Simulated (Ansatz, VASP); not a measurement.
## Ca: VASP beside Ansatz

```xyz
1
Lattice="0.0000 2.7942 2.7942 2.7942 0.0000 2.7942 2.7942 2.7942 0.0000" Properties=species:S:1:pos:R:3 pbc="T T T"
Ca    0.0000    0.0000    0.0000
```

Alike in both runs: task single point; functional PBEsol; k mesh 10 × 10 × 10; occupations gaussian, width 0.05 eV; no spin polarisation.

|  | VASP | Ansatz |
| --- | --- | --- |
| version | VASP 6.6.1 | Ansatz 0.2.0 |
| potentials or method | VASP PAW PBE potentials, release 64 (Ca_sv), cutoff 520 eV | scalar-relativistic, plane waves, PAW |
| valence electrons in the cell | 10 | 10 |

```tsv
	VASP	Ansatz	Ansatz less VASP
gap on the k mesh at the Fermi level (eV)	none	none	-
pressure (GPa)	-1.2	-1.2	-0.01
```

VASP's potentials were made for PBE, not for PBEsol. A gap of «none» marks a metal or a gap that the smearing closes.
